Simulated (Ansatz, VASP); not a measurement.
AlN in VASP and in Ansatz

```
CELL_PARAMETERS angstrom
5.32911 0.00000 0.00000
0.00000 5.32911 0.00000
0.00000 0.00000 3.12184
ATOMIC_POSITIONS crystal
Al 0.67699 0.67699 0.00000
Al 0.17699 0.82301 0.50000
Al 0.82301 0.17699 0.50000
Al 0.32301 0.32301 0.00000
N 0.81542 0.81542 0.50000
N 0.18458 0.18458 0.50000
N 0.68458 0.31542 0.00000
N 0.31542 0.68458 0.00000
```

Alike in both runs: functional PBE; k mesh 4 × 4 × 8; occupations gaussian, width 0.02 eV; no spin polarisation.

Ansatz relaxed the structure, and its values are those at the end. VASP's run is a single point on that final structure, the one shown.

|  | VASP | Ansatz |
| --- | --- | --- |
| version | VASP 6.6.1 | Ansatz 0.2.0 |
| potentials or method | VASP PAW PBE potentials, release 64 (Al, N), cutoff 520 eV | scalar-relativistic, plane waves, PAW |
| valence electrons in the cell | 32 | 32 |

Ansatz gave:

| Item | Value |
| --- | --- |
| gap on the k mesh at the Fermi level (eV) | 3.74 |
| least direct gap on the mesh (eV) | 3.74 |
| pressure (GPa) | 0.0 |

Which values does VASP return?

gap on the k mesh at the Fermi level (eV): 3.75; least direct gap on the mesh (eV): 3.75; pressure (GPa): -0.2.

The functional is the same, so the differences come from potentials, cutoffs and numerics.
